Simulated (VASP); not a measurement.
# Ga4Sb3As (Pmm2) in VASP: single point with PBE

Aim: the single point of Ga4Sb3As with PBE.

Program: VASP 6.6.1. These are calculated values, not measurements. Logs are shortened: lines on timing, memory, paths and dates and some standing lists are left out, and cuts for length are marked.

**1. The cell of the first run**

The structure is orthorhombic, space group Pmm2 (No. 25). Conventional cell: a = 4.314 Å, b = 8.629 Å, c = 6.093 Å, α = 90.00°, β = 90.00°, γ = 90.00°. Ga (site symmetry m) has 1 As at 2.51 Å and 3 Sb at 2.67 to 2.71 Å within 3.3 Å. Within 3.5 Å of Ga (site symmetry mm2) lie 4 Sb at 2.66 to 2.67 Å. Ga (site symmetry mm2) has 2 As at 2.56 Å and 2 Sb at 2.68 Å within 3.4 Å. Within 3.5 Å of Sb (site symmetry m) lie 4 Ga at 2.66 to 2.68 Å. Sb (site symmetry mm2) has 4 Ga at 2.67 to 2.71 Å within 3.5 Å. Within 3.3 Å of As (site symmetry mm2) lie 4 Ga at 2.51 to 2.56 Å.

**2. Single point, PBE**

INCAR

```
PREC     = Accurate       # precision mode
ENCUT    = 520            # plane-wave cutoff, eV
EDIFF    = 1E-7           # SCF threshold, eV
ISMEAR   = 0              # smearing method
SIGMA    = 0.1            # smearing width, eV
LREAL    = False          # projectors in reciprocal space
LASPH    = True           # aspherical terms in the spheres
NELM     = 60             # most SCF steps
ALGO     = Normal         # electronic algorithm
ISIF     = 2              # what is computed and relaxed
LWAVE    = False          # write WAVECAR
LCHARG   = False          # write CHGCAR
GGA      = PE             # functional
NBANDS   = 46             # bands
```

KPOINTS

```
Automatic mesh
0
Gamma
  10 6 6
```

POSCAR

```
Ga4Sb3As
1.0
    4.3138581000      0.0000000000      0.0000000000
    0.0000000000      8.6289022000      0.0000000000
    0.0000000000      0.0000000000      6.0926322000
Ga Sb As
4 3 1
Direct
    0.0000000000      0.7635550000      0.0085450000
    0.5000000000      0.5000000000      0.5079640000
    0.0000000000      0.2364450000      0.0085450000
    0.5000000000      0.0000000000      0.4759490000
    0.5000000000      0.7572890000      0.7498360000
    0.0000000000      0.5000000000      0.2498650000
    0.5000000000      0.2427110000      0.7498360000
    0.0000000000      0.0000000000      0.2494610000
```

Potentials or basis: VASP PAW PBE potentials, release 64 (Ga_d, Sb, As).

Started as:

```bash
$ cat potpaw_PBE.64/Ga_d/POTCAR potpaw_PBE.64/Sb/POTCAR potpaw_PBE.64/As/POTCAR > POTCAR
$ mpirun -np 1 vasp_std > vasp.out
```

OUTCAR:

```text
PREC = Accurate
   ENCUT = 520
   EDIFF = 1E-7
   ISMEAR = 0
   LREAL = False
   LASPH = True
   NELM = 60
   ISIF = 2
   GGA = PE

 ion  position               nearest neighbor table
   1  0.000  0.764  0.009-   8 2.51   5 2.67   5 2.67   6 2.71
   2  0.500  0.500  0.508-   5 2.66   7 2.66   6 2.67   6 2.67
   3  0.000  0.236  0.009-   8 2.51   7 2.67   7 2.67   6 2.71
   4  0.500  0.000  0.476-   8 2.56   8 2.56   5 2.68   7 2.68
   5  0.500  0.757  0.750-   2 2.66   1 2.67   1 2.67   4 2.68
   6  0.000  0.500  0.250-   2 2.67   2 2.67   3 2.71   1 2.71
   7  0.500  0.243  0.750-   2 2.66   3 2.67   3 2.67   4 2.68
   8  0.000  0.000  0.249-   1 2.51   3 2.51   4 2.56   4 2.56

  LATTYP: Found a simple orthorhombic cell.
 ALAT       =     4.3138581000
 B/A-ratio  =     1.4123395018
 C/A-ratio  =     2.0002749279

  Lattice vectors:

 A1 = (  -4.3138581000,   0.0000000000,   0.0000000000)
 A2 = (   0.0000000000,   0.0000000000,   6.0926322000)
 A3 = (   0.0000000000,   8.6289022000,   0.0000000000)

Analysis of symmetry for initial positions (statically):
=====================================================================
 Subroutine PRICEL returns:
 Original cell was already a primitive cell.

 Routine SETGRP: Setting up the symmetry group for a
 simple orthorhombic supercell.

 Subroutine GETGRP returns: Found  4 space group operations
 (whereof  4 operations were pure point group operations)
 out of a pool of  8 trial point group operations.

The static configuration has the point symmetry C_2v.

Analysis of symmetry for dynamics (positions and initial velocities):
=====================================================================
 Subroutine PRICEL returns:
 Original cell was already a primitive cell.

 Routine SETGRP: Setting up the symmetry group for a
 simple orthorhombic supercell.

 Subroutine GETGRP returns: Found  4 space group operations
 (whereof  4 operations were pure point group operations)
 out of a pool of  8 trial point group operations.

The dynamic configuration has the point symmetry C_2v.

 Subroutine INISYM returns: Found  4 space group operations
 (whereof  4 operations are pure point group operations),
 and found     1 'primitive' translations

----------------------------------------------------------------------------------------

                                     Primitive cell

  volume of cell :     226.7913

  direct lattice vectors                    reciprocal lattice vectors
[... 105 lines left out ...]
   ISIF   =      2    stress and relaxation
   ISYM   =      2    0-nonsym 1-usesym 2-fastsym
   POTIM  = 0.5000    time-step for ionic-motion
   TEBEG  =    0.0;   TEEND  =   0.0 temperature during run
   PSTRESS=    0.0 pullay stress
   NELECT =      72.0000    total number of electrons
   NUPDOWN=      -1.0000    fix difference up-down
   EMIN   =  10.00;   EMAX   =-10.00  energy-range for DOS
   EFERMI =   0.00;   METHOD = LEGACY
   ISMEAR =     0;   SIGMA  =   0.10  broadening in eV -4-tet -1-fermi 0-gaus
   EFERMI_NEDOS =   21; number of points for ismear=-14 and -15
   IALGO  =     38    algorithm
   IMIX   =      4    mixing-type and parameters
     AMIX     =   0.40;   BMIX     =  1.00
     AMIX_MAG =   1.60;   BMIX_MAG =  1.00
  volume/ion in A,a.u.               =      28.35       191.31
  Fermi-wavevector in a.u.,A,eV,Ry     =   1.116804  2.110453 16.969876  1.247251
  Thomas-Fermi vector in A             =   2.253421
   LORBIT       =      0    0 simple, 1 ext, 2 COOP (PROOUT), +10 PAW based schemes
   GGA     = PE    functional components
   LHFCALC =     F    Hartree Fock is set to
   AEXX    =    0.0000 exact exchange contribution
   IVDW    =     0    specifies the selected vdW correction
   LEPSILON=     F    determine dielectric tensor
   LRPA    =     F    only Hartree local field effects (RPA)
 non-spin polarized calculation
 Gauss-broadening in eV      SIGMA  =   0.10
  energy-cutoff  :      520.00
  volume of cell :      226.79
 maximum number of plane-waves:      6150
   NGX = 17   NGY = 33   NGZ = 23

 number of electron      72.0000046 magnetization

 Free energy of the ion-electron system (eV)
  ---------------------------------------------------
  ext. energy  EPLUGINS =         0.00000000
  ---------------------------------------------------
  free energy    TOTEN  =       -30.26825369 eV

  energy without entropy =      -30.26746520  energy(sigma->0) =      -30.26785945

 E-fermi :   4.3368     XC(G=0):  -9.0077

 val. band max:        4.3070530088   @ k =   0.0000   0.0000   0.0000
 cond. band min:       4.4141908456   @ k =   0.0000   0.0000   0.5000
 fundamental gap:      0.1071378368
 Fermi energy:         4.3368018370

 k-point     1 :       0.0000    0.0000    0.0000
  band No.  band energies     occupation
      1     -10.7719      2.00000
      2     -10.7491      2.00000
      3     -10.7282      2.00000
      4     -10.7018      2.00000
      5     -10.6935      2.00000
      6     -10.6880      2.00000
[... 1165 lines left out ...]
     45       9.1833      0.00000
     46       9.5885      0.00000

 [... further k-points ...]

------------------------ aborting loop because EDIFF is reached ----------------------------------------

  FORCE on cell =-STRESS in cart. coord.  units (eV):
  Direction    XX          YY          ZZ          XY          YZ          ZX
  --------------------------------------------------------------------------------------
  -------------------------------------------------------------------------------------
  Total        0.1273017      0.1337030      0.1257728      0.0000000      0.0000000      0.0000000
  in kB        0.8993289      0.9445506      0.8885280      0.0000000      0.0000000      0.0000000
  external PRESSURE =       0.9108025 kB  Pullay stress =       0.0000000 kB

 VOLUME and BASIS-vectors are now :
 -----------------------------------------------------------------------------
  energy-cutoff  :      520.00
  volume of cell :      226.79
      direct lattice vectors                 reciprocal lattice vectors
     4.313858100  0.000000000  0.000000000     0.231811056  0.000000000  0.000000000
     0.000000000  8.628902200  0.000000000     0.000000000  0.115889597  0.000000000
     0.000000000  0.000000000  6.092632200     0.000000000  0.000000000  0.164132672

 POSITION                                       TOTAL-FORCE (eV/Angst)
 -----------------------------------------------------------------------------------
      0.00000      6.58864      0.05206        -0.000000     -0.003511     -0.001966
      2.15693      4.31445      3.09484         0.000000      0.000000      0.001023
      0.00000      2.04026      0.05206        -0.000000      0.003511     -0.001966
      2.15693      0.00000      2.89978         0.000000      0.000000      0.003709
      2.15693      6.53457      4.56847         0.000000      0.001155     -0.000639
      0.00000      4.31445      1.52234         0.000000      0.000000     -0.001307
      2.15693      2.09433      4.56847         0.000000     -0.001155     -0.000639
      0.00000      0.00000      1.51987         0.000000      0.000000      0.001786
 -----------------------------------------------------------------------------------
    total drift:                                0.000000      0.000000      0.003750

  FREE ENERGIE OF THE ION-ELECTRON SYSTEM (eV)
  ---------------------------------------------------
  free  energy   TOTEN  =       -30.2682536906 eV

  energy  without entropy=      -30.2674652045  energy(sigma->0) =      -30.26785945
```

Wall time 9 min (1 thread of Intel Xeon 6975P-C (Granite Rapids), shared host); peak memory 0.9 GiB.

Results:

| Quantity | Value |
| --- | --- |
| Free energy | -30.2683 eV |
| Pressure | 0.1 GPa |
| Largest force | 0.004 eV/Å |
| Band gap on the k mesh | 0.02 eV (least direct gap 0.07 eV) |

Forces in eV/Å, atoms in the order of the input:
```
Ga   0.000 -0.004 -0.002
Ga   0.000  0.000  0.001
Ga   0.000  0.004 -0.002
Ga   0.000  0.000  0.004
Sb   0.000  0.001 -0.001
Sb   0.000  0.000 -0.001
Sb   0.000 -0.001 -0.001
As   0.000  0.000  0.002
```

Levels at points of the mesh, in eV from the valence-band top:
| k point | band 34 | band 35 | band 36 | band 37 | band 38 | band 39 |
| --- | --- | --- | --- | --- | --- | --- |
| (0.00, 0.00, 0.00) | -0.36 | -0.09 | -0.05 | 0.02 | 0.99 | 1.30 |
| (0.50, 0.00, 0.00) | -2.40 | -1.37 | -1.00 | 1.03 | 1.06 | 1.28 |
| (0.00, 0.50, 0.00) | -1.27 | -0.48 | -0.09 | 0.92 | 1.68 | 1.69 |
| (0.50, 0.50, 0.00) | -2.29 | -2.29 | -2.11 | 1.99 | 2.01 | 2.03 |
| (0.00, 0.00, 0.50) | -1.10 | -1.06 | -0.91 | 0.13 | 0.58 | 1.29 |
| (0.50, 0.00, 0.50) | -1.15 | -1.12 | -0.92 | 0.17 | 0.55 | 3.50 |
| (0.00, 0.50, 0.50) | -1.22 | -1.19 | -1.15 | 1.17 | 1.66 | 1.70 |
| (0.50, 0.50, 0.50) | -1.88 | -1.78 | -1.71 | 2.14 | 2.14 | 2.28 |

Caveat: the smearing spreads over this small gap; semilocal functionals underestimate gaps, and a narrow one can read as zero; spin-orbit coupling is left out, which moves the levels of the heavy elements. A k mesh can miss the band edges.

The gap in the log of VASP goes by the Fermi energy; the results here count the filled bands.